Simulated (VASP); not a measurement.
# NbP (I4_1md) in VASP: further runs, part 2 of 2

VASP 6.6.1. Earlier steps stand in the parts before.

## Step 4: Single point, PBE

INCAR

```
SYSTEM = NbP
ALGO = Normal ; EDIFF = 1E-7
ENCUT = 520 ; GGA = PE
ISIF = 2 ; ISMEAR = -1
LASPH = .TRUE. ; LCHARG = .FALSE.
LREAL = .FALSE. ; LWAVE = .FALSE.
NBANDS = 26 ; NELM = 80
PREC = Accurate ; SIGMA = 0.05
```

KPOINTS

```
k-points
0
G
  11 11 11
  0 0 0
```

POSCAR

```
NbP
1.0
   -1.6740066600      1.6740066600      5.7162154809
    1.6740066600     -1.6740066600      5.7162154809
    1.6740066600      1.6740066600     -5.7162154809
Nb P
2 2
Direct
    0.2500364460      0.7500364460      0.5000000000
    0.5000364460      0.5000364460      0.0000000000
    0.8325921240      0.3325921240      0.5000000000
    0.0825921240      0.0825921240      0.0000000000
```

Potentials or basis: VASP PAW PBE potentials, release 64 (Nb_sv, P).

Command:

```console
cat potpaw_PBE.64/Nb_sv/POTCAR potpaw_PBE.64/P/POTCAR > POTCAR
mpirun -np 1 vasp_std > vasp.out
```

OUTCAR:

```text
SYSTEM = NbP
   EDIFF = 1E-7
   ENCUT = 520
   GGA = PE
   ISIF = 2
   ISMEAR = -1
   LASPH = .TRUE.
   LREAL = .FALSE.
   NELM = 80
   PREC = Accurate

 ion  position               nearest neighbor table
   1  0.250  0.750  0.500-   4 2.54   4 2.54   3 2.55   3 2.55   3 2.55   3 2.55
   2  0.500  0.500  0.000-   3 2.54   3 2.54   4 2.55   4 2.55   4 2.55   4 2.55
   3  0.833  0.333  0.500-   2 2.54   2 2.54   1 2.55   1 2.55   1 2.55   1 2.55
   4  0.083  0.083  0.000-   1 2.54   1 2.54   2 2.55   2 2.55   2 2.55   2 2.55

  LATTYP: Found a body centered tetragonal cell.
 ALAT       =     3.3480133200
[... 898 lines left out ...]
  -------------------------------------------------------------------------------------
  Total       -0.2288485     -0.2288485     -0.2074018      0.0000000      0.0000000      0.0000000
  in kB       -5.7223670     -5.7223670     -5.1860921      0.0000000      0.0000000      0.0000000
  external PRESSURE =      -5.5436087 kB  Pullay stress =       0.0000000 kB

 VOLUME and BASIS-vectors are now :
 -----------------------------------------------------------------------------
  energy-cutoff  :      520.00
  volume of cell :       64.07
      direct lattice vectors                 reciprocal lattice vectors
    -1.674006660  1.674006660  5.716215481     0.000000000  0.298684594  0.087470460
     1.674006660 -1.674006660  5.716215481     0.298684594  0.000000000  0.087470460
     1.674006660  1.674006660 -5.716215481     0.298684594  0.298684594  0.000000000

 POSITION                                       TOTAL-FORCE (eV/Angst)
 -----------------------------------------------------------------------------------
      1.67401     -0.00000      2.85852        -0.000000     -0.000000     -0.001854
      0.00000      0.00000      5.71663         0.000000      0.000000     -0.001854
      0.00000      1.67401      3.80234        -0.000000      0.000000      0.001854
      0.00000      0.00000      0.94423         0.000000     -0.000000      0.001854
 -----------------------------------------------------------------------------------
    total drift:                                0.000000      0.000000      0.000186

  FREE ENERGIE OF THE ION-ELECTRON SYSTEM (eV)
  ---------------------------------------------------
  free  energy   TOTEN  =       -35.3181766526 eV

  energy  without entropy=      -35.3127254710  energy(sigma->0) =      -35.31545106
```

OSZICAR:

```text
N       E                     dE             d eps       ncg     rms          rms(c)
DAV:   1     0.350414331759E+03    0.35041E+03   -0.19018E+04  6552   0.138E+03
DAV:   2    -0.762036041819E+01   -0.35803E+03   -0.34764E+03  7724   0.505E+02
DAV:   3    -0.359411166422E+02   -0.28321E+02   -0.27769E+02 12152   0.106E+02
DAV:   4    -0.376123952824E+02   -0.16713E+01   -0.16625E+01  9704   0.211E+01
DAV:   5    -0.376841905116E+02   -0.71795E-01   -0.71740E-01 11644   0.479E+00    0.128E+01
DAV:   6    -0.353032620375E+02    0.23809E+01   -0.82549E+00 10078   0.200E+01    0.472E+00
DAV:   7    -0.353195530384E+02   -0.16291E-01   -0.64747E-01 10012   0.438E+00    0.305E+00
DAV:   8    -0.353176211054E+02    0.19319E-02   -0.77896E-02 10070   0.185E+00    0.466E-01
DAV:   9    -0.353177964433E+02   -0.17534E-03   -0.75822E-03 10784   0.531E-01    0.325E-01
DAV:  10    -0.353182032527E+02   -0.40681E-03   -0.19443E-03  7770   0.410E-01    0.598E-02
DAV:  11    -0.353181816777E+02    0.21575E-04   -0.12722E-04 10342   0.956E-02    0.248E-02
DAV:  12    -0.353181790953E+02    0.25824E-05   -0.49978E-06  9550   0.207E-02    0.960E-03
DAV:  13    -0.353181768508E+02    0.22445E-05   -0.13577E-06  9238   0.111E-02    0.245E-03
DAV:  14    -0.353181766509E+02    0.19988E-06   -0.88862E-08  5208   0.308E-03    0.249E-04
DAV:  15    -0.353181766526E+02   -0.16862E-08   -0.29144E-08  4402   0.201E-03
   1 F= -.35318177E+02 E0= -.35315451E+02  d E =-.545118E-02
```

Run time: 7.9 min. Hardware: 1 thread of Intel Xeon Platinum 8375C at 2.90GHz (Ice Lake), shared host; peak memory 0.43 GiB.

What came out:

| Item | Value |
| --- | --- |
| Free energy | -35.3182 eV |
| Pressure | -0.6 GPa |

## Step 5: Single point, PBE

INCAR

```
SYSTEM = NbP
PREC = Accurate
ENCUT = 520
EDIFF = 1E-6
ISMEAR = -1
SIGMA = 0.05
LREAL = .FALSE.
LASPH = .TRUE.
NELM = 60
ALGO = Normal
ISIF = 2
LWAVE = .FALSE.
LCHARG = .TRUE.
GGA = PE
LELF = .TRUE.
LVHAR = .TRUE.
NBANDS = 26
```

KPOINTS

```
Automatic mesh
0
G
  11 11 11
  0 0 0
```

POSCAR

```
NbP
1.0
   -1.6738031504      1.6738031504      5.7155723868
    1.6738031504     -1.6738031504      5.7155723868
    1.6738031504      1.6738031504     -5.7155723868
Nb P
2 2
Direct
    0.2500357788      0.7500357788      0.5000000000
    0.5000357788      0.5000357788      0.0000000000
    0.8325927912      0.3325927912      0.5000000000
    0.0825927912      0.0825927912      0.0000000000
```

Potentials or basis: VASP PAW PBE potentials, release 64 (Nb_sv, P).

Command:

```console
cat potpaw_PBE.64/Nb_sv/POTCAR potpaw_PBE.64/P/POTCAR > POTCAR
mpirun -np 1 vasp_std > vasp.out
```

OUTCAR:

```text
SYSTEM = NbP
   PREC = Accurate
   ENCUT = 520
   EDIFF = 1E-6
   ISMEAR = -1
   LREAL = .FALSE.
   LASPH = .TRUE.
   NELM = 60
   ISIF = 2
   GGA = PE

 ion  position               nearest neighbor table
   1  0.250  0.750  0.500-   4 2.54   4 2.54   3 2.55   3 2.55   3 2.55   3 2.55
   2  0.500  0.500  0.000-   3 2.54   3 2.54   4 2.55   4 2.55   4 2.55   4 2.55
   3  0.833  0.333  0.500-   2 2.54   2 2.54   1 2.55   1 2.55   1 2.55   1 2.55
   4  0.083  0.083  0.000-   1 2.54   1 2.54   2 2.55   2 2.55   2 2.55   2 2.55

  LATTYP: Found a body centered tetragonal cell.
 ALAT       =     3.3476063008
 C/A-ratio  =     3.4147219674

  Lattice vectors:

 A1 = (  -1.6738031504,   1.6738031504,   5.7155723868)
 A2 = (   1.6738031504,  -1.6738031504,   5.7155723868)
 A3 = (   1.6738031504,   1.6738031504,  -5.7155723868)

Analysis of symmetry for initial positions (statically):
=====================================================================
 Subroutine PRICEL returns:
 Original cell was already a primitive cell.

 Routine SETGRP: Setting up the symmetry group for a
 body centered tetragonal supercell.

 Subroutine GETGRP returns: Found  8 space group operations
[... 173 lines left out ...]
 val. band max:       10.6327371766   @ k =  -0.0909   0.4545   0.0909
 cond. band min:      10.6746482985   @ k =  -0.0909  -0.4545   0.0909
 fundamental gap:      0.0419111219
 Fermi energy:        10.6353511409

 k-point     1 :       0.0000    0.0000    0.0000
  band No.  band energies     occupation
      1     -44.2992      2.00000
      2     -44.2607      2.00000
      3     -20.5658      2.00000
      4     -20.3635      2.00000
      5     -20.3635      2.00000
      6     -20.2195      2.00000
[... 685 lines left out ...]
     25      14.8245      0.00000
     26      16.0538      0.00000

 [... further k-points ...]

------------------------ aborting loop because EDIFF is reached ----------------------------------------

  FORCE on cell =-STRESS in cart. coord.  units (eV):
  Direction    XX          YY          ZZ          XY          YZ          ZX
  --------------------------------------------------------------------------------------
  -------------------------------------------------------------------------------------
  Total       -0.2023875     -0.2023875     -0.1854347      0.0000000      0.0000000      0.0000000
  in kB       -5.0625095     -5.0625095     -4.6384533      0.0000000      0.0000000      0.0000000
  external PRESSURE =      -4.9211574 kB  Pullay stress =       0.0000000 kB

 VOLUME and BASIS-vectors are now :
 -----------------------------------------------------------------------------
  energy-cutoff  :      520.00
  volume of cell :       64.05
      direct lattice vectors                 reciprocal lattice vectors
    -1.673803150  1.673803150  5.715572387     0.000000000  0.298720910  0.087480302
     1.673803150 -1.673803150  5.715572387     0.298720910  0.000000000  0.087480302
     1.673803150  1.673803150 -5.715572387     0.298720910  0.298720910  0.000000000

 POSITION                                       TOTAL-FORCE (eV/Angst)
 -----------------------------------------------------------------------------------
      1.67380     -0.00000      2.85820         0.000000     -0.000000     -0.001555
      0.00000      0.00000      5.71598        -0.000000      0.000000     -0.001555
      0.00000      1.67380      3.80192        -0.000000     -0.000000      0.001555
      0.00000      0.00000      0.94413        -0.000000     -0.000000      0.001555
 -----------------------------------------------------------------------------------
    total drift:                                0.000000      0.000000      0.000237

  FREE ENERGIE OF THE ION-ELECTRON SYSTEM (eV)
  ---------------------------------------------------
  free  energy   TOTEN  =       -35.3182361507 eV

  energy  without entropy=      -35.3127861137  energy(sigma->0) =      -35.31551113
```

Wall time 9.1 min (1 thread of Intel Xeon Platinum 8375C at 2.90GHz (Ice Lake), shared host); peak memory 0.43 GiB.

Results:

* Free energy: -35.3182 eV
* Pressure: -0.5 GPa

## Step 6: Single point, PBE

INCAR

```
SYSTEM = NbP
ALGO = Normal
EDIFF = 1E-6
ENCUT = 520
GGA = PE
ISIF = 2
ISMEAR = -1
LASPH = .True.
LCHARG = .False.
LREAL = .False.
LWAVE = .False.
NBANDS = 26
NELM = 100
PREC = Accurate
SIGMA = 0.05
```

KPOINTS

```
k-points
0
Gamma
  11 11 11
  0 0 0
```

POSCAR

```
NbP
1.0
   -1.6738031478      1.6738031478      5.7155724092
    1.6738031478     -1.6738031478      5.7155724092
    1.6738031478      1.6738031478     -5.7155724092
Nb P
2 2
Direct
    0.2500357787      0.7500357787      0.5000000000
    0.5000357787      0.5000357787      0.0000000000
    0.8325927913      0.3325927913      0.5000000000
    0.0825927913      0.0825927913      0.0000000000
```

Potentials or basis: VASP PAW PBE potentials, release 64 (Nb_sv, P).

Command:

```console
cat potpaw_PBE.64/Nb_sv/POTCAR potpaw_PBE.64/P/POTCAR > POTCAR
mpirun -np 1 vasp_std > vasp.out
```

Wall time 6.6 min (1 thread of Intel Xeon Platinum 8375C at 2.90GHz (Ice Lake), shared host); peak memory 0.43 GiB.

Results (log left out):

* Free energy: -35.3182 eV
* Pressure: -0.5 GPa

Levels at points of the mesh, in eV from the Fermi level:
| k point | band 16 | band 17 | band 18 | band 19 | band 20 | band 21 |
| --- | --- | --- | --- | --- | --- | --- |
| (0.00, 0.00, 0.00) | -1.70 | -1.36 | -1.36 | 0.82 | 1.60 | 2.68 |

## Step 7: The runs side by side

```csv
cell,pressure (GPa)
"a = 6.184 Å, angles 148.6, 148.6, 45.0°, 4 atoms",-0.3
"a = 6.186 Å, angles 148.6, 148.6, 45.0°, 4 atoms",-0.5
"a = 6.187 Å, angles 148.6, 148.6, 45.0°, 4 atoms",-0.6
```

Alike in all rows: task single point; level PBE; potentials or basis VASP PAW PBE potentials, release 64 (Nb_sv, P); no spin polarisation; k mesh 11 × 11 × 11; cutoff (eV) 520; smearing fermi-dirac 0.05 eV.

Absolute energies hang on the potentials; compare differences alone.
